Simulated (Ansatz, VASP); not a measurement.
# One calculation of WS, two programs

```
W S
1.0
     0.00000    2.44991    2.44991
     2.44991    0.00000    2.44991
     2.44991    2.44991    0.00000
W S
1 1
Direct
  0.00000 0.00000 0.00000
  0.50000 0.50000 0.50000
```

Alike in both runs: task single point; functional r2SCAN; k mesh 14 × 14 × 14; occupations gaussian, width 0.1 eV; collinear spin.

|  | VASP | Ansatz |
| --- | --- | --- |
| version | VASP 6.6.1 | Ansatz 0.2.0 |
| potentials or method | VASP PAW PBE potentials, release 64 (W_sv, S), cutoff 520 eV | scalar-relativistic, plane waves, PAW |
| valence electrons in the cell | 20 | 20 |

|  | VASP | Ansatz | Ansatz less VASP |
| --- | --- | --- | --- |
| gap on the k mesh at the Fermi level (eV) | none | none | - |
| pressure (GPa) | 4.9 | 4.4 | -0.53 |
| net moment per atom (μB) | 0.00 | 0.00 | 0.000 |

VASP's potentials were made for PBE, not for r2SCAN. A gap of «none» marks a metal or a gap that the smearing closes. Ansatz's warnings: seeded moment not kept, stability check not made.

Neither program's run includes spin-orbit coupling.
